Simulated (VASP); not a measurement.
# Sc2Ta3O (P6/mmm) in VASP: further runs, part 2 of 2

VASP 6.6.1. The steps go on from the part before.

### Step 6. Relaxation of cell and atoms, PBE

Input file INCAR:

```
SYSTEM = Sc2Ta3O
  PREC = Accurate
  ENCUT = 600
  EDIFF = 1E-6
  ISMEAR = 0
  SIGMA = 0.1
  LREAL = .False.
  LASPH = .True.
  NELM = 60
  ALGO = Fast
  ISIF = 3
  LWAVE = .False.
  LCHARG = .False.
  GGA = PE
  IBRION = 2
  NSW = 100
  EDIFFG = -0.01
```

Input file KPOINTS:

```
Automatic mesh
0
Gamma
  12 12 8
  0 0 0
```

Input file POSCAR:

```
Sc2Ta3O
1.0
    5.2471455837      0.0000000000      0.0000000000
   -2.6235727918      4.5441613728      0.0000000000
    0.0000000000      0.0000000000      5.4262218862
Sc Ta O
2 3 1
Direct
    0.6666666667      0.3333333333      0.0000000000
    0.3333333333      0.6666666667      0.0000000000
    0.5000000000      0.5000000000      0.5000000000
    0.5000000000      0.0000000000      0.5000000000
    0.0000000000      0.5000000000      0.5000000000
    0.0000000000      0.0000000000      0.0000000000
```

Potentials or basis: VASP PAW PBE potentials, release 64 (Sc_sv, Ta_pv, O).

Run with:

```
cat potpaw_PBE.64/Sc_sv/POTCAR potpaw_PBE.64/Ta_pv/POTCAR potpaw_PBE.64/O/POTCAR > POTCAR
mpirun -np 1 vasp_std > vasp.out
```

OUTCAR:

```text
SYSTEM = Sc2Ta3O
   PREC = Accurate
   ENCUT = 600
   EDIFF = 1E-6
   ISMEAR = 0
   LREAL = .False.
   LASPH = .True.
   NELM = 60
   ISIF = 3
   GGA = PE
   IBRION = 2
   NSW = 100
   EDIFFG = -0.01

 ion  position               nearest neighbor table
   1  0.667  0.333  0.000-   2 3.03   2 3.03   2 3.03   4 3.11   4 3.11   5 3.11   5 3.11   3 3.11
                             3 3.11
   2  0.333  0.667  0.000-   1 3.03   1 3.03   1 3.03   4 3.11   4 3.11   5 3.11   5 3.11   3 3.11
                             3 3.11
   3  0.500  0.500  0.500-   4 2.62   4 2.62   5 2.62   5 2.62   1 3.11   2 3.11   1 3.11   2 3.11

   4  0.500  0.000  0.500-   3 2.62   3 2.62   5 2.62   5 2.62   1 3.11   2 3.11   1 3.11   2 3.11

   5  0.000  0.500  0.500-   4 2.62   4 2.62   3 2.62   3 2.62   1 3.11   2 3.11   1 3.11   2 3.11

   6  0.000  0.000  0.000-

  LATTYP: Found a hexagonal cell.
 ALAT       =     5.2471455837
 C/A-ratio  =     1.0341283274

  Lattice vectors:

 A1 = (   5.2471455837,   0.0000000000,   0.0000000000)
 A2 = (  -2.6235727918,   4.5441613728,   0.0000000000)
 A3 = (   0.0000000000,   0.0000000000,   5.4262218862)

Analysis of symmetry for initial positions (statically):
=====================================================================
 Subroutine PRICEL returns:
 Original cell was already a primitive cell.

 Routine SETGRP: Setting up the symmetry group for a
 hexagonal supercell.

 Subroutine GETGRP returns: Found 24 space group operations
 (whereof 24 operations were pure point group operations)
 out of a pool of 24 trial point group operations.

The static configuration has the point symmetry D_6h.

Analysis of symmetry for dynamics (positions and initial velocities):
=====================================================================
 Subroutine PRICEL returns:
 Original cell was already a primitive cell.

 Routine SETGRP: Setting up the symmetry group for a
 hexagonal supercell.

[... 140 lines left out ...]
   IVDW    =     0    specifies the selected vdW correction
   LEPSILON=     F    determine dielectric tensor
   LRPA    =     F    only Hartree local field effects (RPA)
 conjugate gradient relaxation of ions
 non-spin polarized calculation
 RMM-DIIS sequential band-by-band and
 Gauss-broadening in eV      SIGMA  =   0.10
  energy-cutoff  :      600.00
  volume of cell :      129.38
 maximum number of plane-waves:      4366
 NGX is ok and might be reduce to    42
   NGX = 21   NGY = 21   NGZ = 21

--------------------------------------- Ionic step        1  -------------------------------------------

 number of electron      60.9999998 magnetization

 Free energy of the ion-electron system (eV)
  ---------------------------------------------------
  ext. energy  EPLUGINS =         0.00000000
  ---------------------------------------------------
  free energy    TOTEN  =       -47.20313901 eV

  energy without entropy =      -47.17317056  energy(sigma->0) =      -47.18815478

------------------------ aborting loop because EDIFF is reached ----------------------------------------

  FORCE on cell =-STRESS in cart. coord.  units (eV):
  Direction    XX          YY          ZZ          XY          YZ          ZX
  --------------------------------------------------------------------------------------
  -------------------------------------------------------------------------------------
  Total        0.3248423      0.3248423      0.1492223      0.0000000      0.0000000      0.0000000
  in kB        4.0226177      4.0226177      1.8478635      0.0000000      0.0000000      0.0000000
  external PRESSURE =       3.2976997 kB  Pullay stress =       0.0000000 kB
[... 67 lines left out ...]
--------------------------------------- Ionic step        3  -------------------------------------------

 number of electron      60.9999997 magnetization

 Free energy of the ion-electron system (eV)
  ---------------------------------------------------
  ext. energy  EPLUGINS =         0.00000000
  ---------------------------------------------------
  free energy    TOTEN  =       -47.20369639 eV

  energy without entropy =      -47.17356556  energy(sigma->0) =      -47.18863098

 E-fermi :   3.1128     XC(G=0): -10.4375

 val. band max:        3.1122050703   @ k =   0.3333   0.3333   0.0000
 cond. band min:       3.1248808957   @ k =   0.4167   0.0000   0.2500
 fundamental gap:      0.0126758254
 Fermi energy:         3.1128275021

 k-point     1 :       0.0000    0.0000    0.0000
  band No.  band energies     occupation
      1     -46.4931      2.00000
      2     -46.4231      2.00000
      3     -31.9317      2.00000
      4     -31.2515      2.00000
      5     -31.2515      2.00000
      6     -30.7472      2.00000
[... 925 lines left out ...]
     35       4.0511      0.00000
     36       4.5645      0.00000

 [... further k-points ...]

------------------------ aborting loop because EDIFF is reached ----------------------------------------

  FORCE on cell =-STRESS in cart. coord.  units (eV):
  Direction    XX          YY          ZZ          XY          YZ          ZX
  --------------------------------------------------------------------------------------
  -------------------------------------------------------------------------------------
  Total        0.0258474      0.0258474     -0.0208545      0.0000000     -0.0000000      0.0000000
  in kB        0.3188580      0.3188580     -0.2572642      0.0000000     -0.0000000      0.0000000
  external PRESSURE =       0.1268173 kB  Pullay stress =       0.0000000 kB
[... 21 lines left out ...]
  FREE ENERGIE OF THE ION-ELECTRON SYSTEM (eV)
  ---------------------------------------------------
  free  energy   TOTEN  =       -47.2036963943 eV

  energy  without entropy=      -47.1735655595  energy(sigma->0) =      -47.18863098

 reached required accuracy - stopping structural energy minimisation
```

OSZICAR:

```text
N       E                     dE             d eps       ncg     rms          rms(c)
DAV:   1     0.979923324236E+03    0.97992E+03   -0.32368E+04  6840   0.192E+03
DAV:   2     0.504063813230E+02   -0.92952E+03   -0.92171E+03  7512   0.664E+02
DAV:   3    -0.427933960630E+02   -0.93200E+02   -0.89245E+02 11772   0.204E+02
[... 71 lines left out ...]
RMM:   5    -0.472036808919E+02   -0.16975E-04   -0.28649E-04  9587   0.118E-01    0.322E-02
RMM:   6    -0.472036920951E+02   -0.11203E-04   -0.69943E-05  8331   0.675E-02    0.123E-02
RMM:   7    -0.472036949051E+02   -0.28100E-05   -0.40439E-05  8342   0.380E-02    0.763E-03
RMM:   8    -0.472036958968E+02   -0.99165E-06   -0.12562E-05  6500   0.207E-02    0.389E-03
RMM:   9    -0.472036963943E+02   -0.49757E-06   -0.77861E-06  5334   0.160E-02
   3 F= -.47203696E+02 E0= -.47188631E+02  d E =-.557386E-03
```

It took 59 min on 1 thread of Oxide Virtual Turin-like, shared host; peak memory 0.62 GiB.

Results:

| Quantity | Value |
| --- | --- |
| Free energy | -47.2037 eV |
| Relaxed volume | 21.65 Å³/atom |
| Relaxed cell | a = 5.255 Å, b = 5.255 Å, c = 5.430 Å, α = 90.00°, β = 90.00°, γ = 120.00° |
| Space group after relaxing (to 0.1 Å) | P6/mmm (No. 191) |
| Energy gained by relaxing | 0.1 meV/atom |
| Ionic steps | 3 |
| Pressure after relaxing | 0.0 GPa |
| Band gap on the k mesh | zero (an odd number of electrons rules out a gap without spin polarisation) |

The path:
```tsv
step	energy change (eV)	largest force (eV/Å)	pressure (GPa)	volume (Å³)
1	0.0000	0.0000	0.33	129.38
2	-0.0003	0.0000	-0.23	130.21
3	-0.0006	0.0000	0.01	129.88
```

Final structure:
```
Sc Ta O
1.0
     5.25529    0.00000    0.00000
    -2.62764    4.55121    0.00000
     0.00000    0.00000    5.43009
Sc Ta O
2 3 1
Direct
  0.66667 0.33333 0.00000
  0.33333 0.66667 0.00000
  0.50000 0.50000 0.50000
  0.50000 0.00000 0.50000
  0.00000 0.50000 0.50000
  0.00000 0.00000 0.00000
```

Caveat: spin-orbit coupling is left out, which moves the levels of the heavy elements; an odd number of electrons without spin polarisation forces a metal; a magnetic or distorted state may lie lower.

### Step 7. The runs side by side

| task | cell | k mesh | cutoff (eV) | gap on the mesh (eV) | pressure (GPa) | relaxed volume (Å³/atom) |
| --- | --- | --- | --- | --- | --- | --- |
| single point | a = 5.247, b = 5.247, c = 5.426 Å, angles 90.0, 90.0, 120.0°, 6 atoms | 6 × 6 × 4 | 520 | none | 0.0 | - |
| single point | a = 5.351, b = 5.351, c = 4.065 Å, angles 90.0, 90.0, 120.0°, 6 atoms | 6 × 6 × 4 | 520 | none | 34.6 | - |
| relaxation of cell and atoms | relaxed from a = 5.351, b = 5.351, c = 4.065 Å, angles 90.0, 90.0, 120.0°, 6 atoms | 6 × 6 × 4 | 600 | none | -0.1 | 21.45 |
| single point | a = 5.252, b = 5.252, c = 5.428 Å, angles 90.0, 90.0, 120.0°, 6 atoms | 12 × 12 × 8 | 520 | none | 0.1 | - |
| relaxation of cell and atoms | relaxed from a = 5.247, b = 5.247, c = 5.426 Å, angles 90.0, 90.0, 120.0°, 6 atoms | 12 × 12 × 8 | 600 | none | 0.0 | 21.65 |

Alike in all rows: level PBE; potentials or basis VASP PAW PBE potentials, release 64 (Sc_sv, Ta_pv, O); no spin polarisation; smearing gaussian 0.1 eV.

Caveats: some runs use coarse meshes; spin-orbit coupling is left out, which moves the levels of the heavy elements; an odd number of electrons without spin polarisation forces a metal; a magnetic or distorted state may lie lower; the volume moved by over 15 % at a fixed basis, so the end points are rough (at least some runs).

Absolute energies hang on the potentials; compare differences alone.
